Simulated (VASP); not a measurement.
Runs of VASP 6.6.1 on Re. The structure is that of space group Im-3m (No. 229), or close to it. The cells are those of the table. This isn't the form of Re at room conditions, which is hcp.

```tsv
cell	gap on the mesh (eV)	pressure (GPa)
a = 2.696 Å, angles 109.5°, 1 atom	none	-0.4
a = 2.651 Å, angles 109.5°, 1 atom	none	20.0
a = 2.672 Å, angles 109.5°, 1 atom	none	(a)
a = 2.632 Å, angles 109.5°, 1 atom	none	30.2
```

Alike in all rows: task single point; level PBE; potentials or basis VASP PAW PBE potentials, release 64 (Re); no spin polarisation; k mesh 10 × 10 × 10; cutoff (eV) 600; smearing gaussian 0.05 eV.

Estimate the missing entries.

(a) 9.8.

Caveats: spin-orbit coupling is left out, which moves the levels of the heavy elements; the cell stands under pressure (at least some runs).

A k mesh can miss the band edges, and the runs leave out spin-orbit coupling on Re.

A gap of «none» marks levels without a gap at the run's occupations.
